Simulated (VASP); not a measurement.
A run of VASP 6.6.1 is set up as follows.

Contents of INCAR:

```
PREC = Accurate
ENCUT = 520
EDIFF = 1E-7
ISMEAR = -1
SIGMA = 0.05
LREAL = F
LASPH = T
NELM = 100
ALGO = Normal
ISIF = 2
LWAVE = F
LCHARG = F
GGA = PS
NBANDS = 20
```

The input KPOINTS:

```
regular mesh
0
Gamma
  5 5 5
```

POSCAR

```
TiSn
1.0
    0.0000000000      2.8005500000      2.8005500000
    2.8005500000      0.0000000000      2.8005500000
    2.8005500000      2.8005500000      0.0000000000
Ti Sn
1 1
Direct
    0.0000000000      0.0000000000      0.0000000000
    0.5000000000      0.5000000000      0.5000000000
```

Potentials or basis: VASP PAW PBE potentials, release 64 (Ti_sv, Sn_d).

Run with:

```bash
$ cat potpaw_PBE.64/Ti_sv/POTCAR potpaw_PBE.64/Sn_d/POTCAR > POTCAR
$ mpirun -np 1 vasp_std > vasp.out
```

Problem. Estimate the band gap on the k mesh.

Solution. Zero (band 13 reaches 8.14 eV, above the bottom of band 14 at 7.91 eV).

Problem. Predict the pressure.

Solution. -3.7 GPa.

Caveat: the k points lie up to 0.39 Å⁻¹ apart; the PAW data sets were made with another functional, which shifts forces and pressure a little; spin-orbit coupling is left out, which moves the levels of the heavy elements.
